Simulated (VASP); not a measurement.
A run of VASP 6.6.1:

Contents of INCAR:

```
SYSTEM = V
PREC = Accurate
ENCUT = 500
EDIFF = 1E-6
ISMEAR = 0
SIGMA = 0.1
LREAL = .FALSE.
LASPH = .TRUE.
NELM = 120
ALGO = Normal
ISIF = 2
LWAVE = .FALSE.
LCHARG = .FALSE.
GGA = PS
NBANDS = 12
GGA_COMPAT = .FALSE.
```

File KPOINTS:

```
regular mesh
0
G
  8 8 8
  0 0 0
```

POSCAR

```
V
1.0
   -1.4750000000      1.4750000000      1.4750000000
    1.4750000000     -1.4750000000      1.4750000000
    1.4750000000      1.4750000000     -1.4750000000
V
1
Direct
    0.0000000000      0.0000000000      0.0000000000
```

Potentials or basis: VASP PAW PBE potentials, release 64 (V_sv).

Command:

```console
$ cat potpaw_PBE.64/V_sv/POTCAR > POTCAR
$ mpirun -np 1 vasp_std > vasp.out
```

Hardware: 1 thread of Intel Xeon 8259CL, with other jobs on the host.

Problem. Estimate the wall time of this run.

Solution. Run time: 12 s on 1 thread of Intel Xeon 8259CL (shared host), peak memory 0.12 GiB. Counts: scf iterations 11, k points 29.
